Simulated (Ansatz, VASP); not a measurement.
# One calculation of Lu, two programs

Contents of INCAR:

```
SYSTEM = Lu
  ALGO = Normal
  EDIFF = 1E-6
  ENCUT = 520
  GGA = PE
  GGA_COMPAT = .FALSE.
  ISIF = 2
  ISMEAR = -1
  LASPH = .TRUE.
  LCHARG = .TRUE.
  LORBIT = 11
  LORBMOM = .TRUE.
  LREAL = .FALSE.
  LSORBIT = .TRUE.
  LUSENCCL = .FALSE.
  LVHAR = .TRUE.
  LWAVE = .FALSE.
  MAGMOM = 0 0 0 0 0 0
  NBANDS = 62
  NELM = 150
  PREC = Accurate
  SIGMA = 0.15
```

The input KPOINTS:

```
k-points
0
G
  10 10 6
  0 0 0
```

POSCAR

```
Lu
1.0
    3.5031000000      0.0000000000      0.0000000000
   -1.7515500000      3.0337735920      0.0000000000
    0.0000000000      0.0000000000      5.5509000000
Lu
2
Direct
    0.3333330000      0.6666670000      0.2500000000
    0.6666670000      0.3333330000      0.7500000000
```

Input for Ansatz:

```yaml
crystal:
  lattice:
    - [3.5031, 0.0, 0.0]
    - [-1.751549999999999, 3.0337735919972673, 0.0]
    - [0.0, 0.0, 5.5509]
  atoms:
    - { symbol: Lu, position: [0.33333300000000005, 0.666667, 0.25] }
    - { symbol: Lu, position: [0.6666670000000001, 0.333333, 0.7500000000000001] }
basis:
  ecutwfc: 462.593566181796
kpoints:
  mp_grid:
    grid: [10, 10, 6]
hamiltonian:
  xc: pbe
magnetization:
  noncollinear: true
  spin_orbit: true
scf:
  occupations:
    method: fermi_dirac
    width: 0.15
output:
  eigenvalues: true
```

Alike in both runs: task single point; functional PBE; k mesh 10 × 10 × 6; occupations fermi-dirac, width 0.15 eV; non-collinear spin, spin-orbit coupling.

```csv
,VASP,Ansatz
version,VASP 6.6.1,Ansatz 0.2.0
potentials or method,"VASP PAW PBE potentials, release 64 (Lu), cutoff 520 eV","plane waves, PAW"
valence electrons in the cell,50,50
```

```tsv
	VASP	Ansatz	Ansatz less VASP
net moment per atom (μB)	0.00	0.00	0.000
```

Ansatz's warnings: structure snapped to symmetry.
